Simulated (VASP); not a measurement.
Input of a VASP 6.6.1 run:

Contents of INCAR:

```
  PREC = Accurate
  ENCUT = 1350
  EDIFF = 1E-6
  ISMEAR = -1
  SIGMA = 0.1
  LREAL = F
  LASPH = T
  NELM = 120
  ALGO = Normal
  ISIF = 2
  LWAVE = F
  LCHARG = T
  LELF = T
  LVHAR = T
  NBANDS = 47
  GGA_COMPAT = F
```

The input KPOINTS:

```
Automatic mesh
0
Gamma
  3 3 3
```

The input POSCAR:

```
Rb2SnF6
1.0
    0.0000000000      4.3812506427      4.3812506427
    4.3812506427      0.0000000000      4.3812506427
    4.3812506427      4.3812506427      0.0000000000
Rb Sn F
2 1 6
Direct
    0.2500000000      0.2500000000      0.2500000000
    0.7500000000      0.7500000000      0.7500000000
    0.0000000000      0.0000000000      0.0000000000
    0.7757026744      0.2242973256      0.2242973256
    0.2242973256      0.7757026744      0.7757026744
    0.2242973256      0.7757026744      0.2242973256
    0.7757026744      0.2242973256      0.7757026744
    0.2242973256      0.2242973256      0.7757026744
    0.7757026744      0.7757026744      0.2242973256
```

Potentials or basis: VASP PAW LDA potentials, release 64 (Rb_sv, Sn_d, F_h).

Launch:

```sh
$ cat potpaw_LDA.64/Rb_sv/POTCAR potpaw_LDA.64/Sn_d/POTCAR potpaw_LDA.64/F_h/POTCAR > POTCAR
$ mpirun -np 1 vasp_std > vasp.out
```

**Question.** What does it give for the band gap on the k mesh?

**Answer.** 5.60 eV.

**Question.** What does it give for the pressure?

**Answer.** -1.8 GPa.

**Question.** What does it give for the largest force?

**Answer.** 0.119 eV/Å.

Forces in eV/Å, atoms in the order of the input:
```
Rb   0.000  0.000  0.000
Rb   0.000  0.000  0.000
Sn   0.000  0.000  0.000
F    0.119  0.000  0.000
F   -0.119  0.000  0.000
F    0.000  0.119  0.000
F    0.000 -0.119  0.000
F    0.000  0.000  0.119
F    0.000  0.000 -0.119
```

Caveat: spin-orbit coupling is left out, which moves the levels of the heavy elements.
